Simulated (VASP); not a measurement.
Here is a VASP 6.6.1 calculation.

File INCAR:

```
PREC = Accurate
ENCUT = 520
EDIFF = 1E-8
ISMEAR = 0
SIGMA = 0.01
LREAL = False
LASPH = True
NELM = 60
ALGO = Normal
ISIF = 2
LWAVE = False
LCHARG = False
IBRION = 8
NSW = 1
LEPSILON = True
```

KPOINTS

```
regular mesh
0
Gamma
  7 7 7
```

POSCAR

```
SnO2
1.0
    1.6170930752      0.9336291223      4.8005925840
   -1.6170930752      0.9336291223      4.8005925840
    0.0000000000     -1.8672582446      4.8005925840
Sn O
1 2
Direct
    0.5000000000      0.5000000000      0.5000000000
    0.7628300000      0.7628300000      0.7628300000
    0.2371700000      0.2371700000      0.2371700000
```

Potentials or basis: VASP PAW LDA potentials, release 64 (Sn_d, O).

Command:

```console
$ cat potpaw_LDA.64/Sn_d/POTCAR potpaw_LDA.64/O/POTCAR > POTCAR
$ mpirun -np 1 vasp_std > vasp.out
```

Predict the electronic dielectric tensor (diagonal).

4.53, 4.53, 2.87.

Estimate the Born charges (mean of the diagonal).

Sn +3.62; O -1.81 e.

Predict the highest phonon frequency at Γ, LO-TO splitting left out.

464 cm⁻¹.

Born effective charge tensors (e):
atom 1, Sn
```
4.45 0.00 0.00
0.00 4.45 0.00
0.00 0.00 1.96
```
atom 2, O
```
-2.23  0.00  0.00
 0.00 -2.23  0.00
 0.00  0.00 -0.98
```
atom 3, O
```
-2.23  0.00  0.00
 0.00 -2.23  0.00
 0.00  0.00 -0.98
```

Caveat: the cell stands under pressure or tension, which shifts response properties.
